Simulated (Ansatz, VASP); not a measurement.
**One calculation of Hg, two programs**

File INCAR:

```
SYSTEM = Hg
PREC = Accurate
ENCUT = 520
EDIFF = 1E-6
ISMEAR = 0
SIGMA = 0.05
LREAL = .FALSE.
LASPH = .TRUE.
NELM = 100
ALGO = Normal
ISIF = 2
LWAVE = .FALSE.
LCHARG = .FALSE.
GGA = PS
NBANDS = 12
```

File KPOINTS:

```
regular mesh
0
G
  12 12 12
  0 0 0
```

Contents of POSCAR:

```
Hg
1.0
    0.0000000000      2.3441209907      2.3441209907
    2.3441209907      0.0000000000      2.3441209907
    2.3441209907      2.3441209907      0.0000000000
Hg
1
Direct
    0.0000000000      0.0000000000      0.0000000000
```

Input for Ansatz:

```yaml
crystal:
  lattice:
    - [0.0, 2.3441209907, 2.3441209907]
    - [2.3441209907, 0.0, 2.3441209907]
    - [2.3441209907, 2.3441209907, 0.0]
  atoms:
    - { symbol: Hg, position: [0.0, 0.0, 0.0] }
basis:
  ecutwfc: 420
kpoints:
  mp_grid: { grid: [12, 12, 12] }
hamiltonian:
  xc: pbesol
scf:
  occupations: { method: gaussian, width: 0.05 }
output:
  forces: true
  stress: true
  eigenvalues: true
```

Alike in both runs: task single point; functional PBEsol; k mesh 12 × 12 × 12; occupations gaussian, width 0.05 eV; no spin polarisation.

|  | VASP | Ansatz |
| --- | --- | --- |
| version | VASP 6.6.1 | Ansatz 0.2.0 |
| potentials or method | VASP PAW PBE potentials, release 64 (Hg), cutoff 520 eV | scalar-relativistic, plane waves, PAW |
| valence electrons in the cell | 12 | 20 |

Ansatz gave:

- gap on the k mesh at the Fermi level (eV): none
- pressure (GPa): -2.4

Q: What did VASP give for the same quantities?

A: gap on the k mesh at the Fermi level (eV): none; pressure (GPa): -2.2.

VASP's potentials were made for PBE, not for PBEsol. A gap of «none» marks a metal or a gap that the smearing closes. The functional is the same, so the differences come from potentials, cutoffs and numerics. VASP's potentials hold 12 valence electrons a cell and Ansatz's 20, so a difference there can come from the potentials and not from the codes.

Spin-orbit coupling is off throughout.
